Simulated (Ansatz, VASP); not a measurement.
# Ti in VASP and in Ansatz

```
Ti
1.0
     0.00000    2.05636    2.05636
     2.05636    0.00000    2.05636
     2.05636    2.05636    0.00000
Ti
1
Direct
  0.00000 0.00000 0.00000
```

Alike in both runs: functional r2SCAN; k mesh 13 × 13 × 13; occupations fermi-dirac, width 0.1 eV; no spin polarisation.

Ansatz relaxed the structure, and its values are those at the end. VASP's run is a single point on that final structure, the one shown.

```csv
,VASP,Ansatz
version,VASP 6.6.1,Ansatz 0.2.0
potentials or method,"VASP PAW PBE potentials, release 64 (Ti_sv), cutoff 520 eV","plane waves (500 eV) with PAW, scalar-relativistic"
valence electrons in the cell,12,12
```

VASP gave:

| Item | Value |
| --- | --- |
| pressure (GPa) | 0.3 |

Question: What did Ansatz give for the same quantities?

Answer: Pressure (GPa): 0.0.

VASP's potentials were made for PBE, not for r2SCAN.
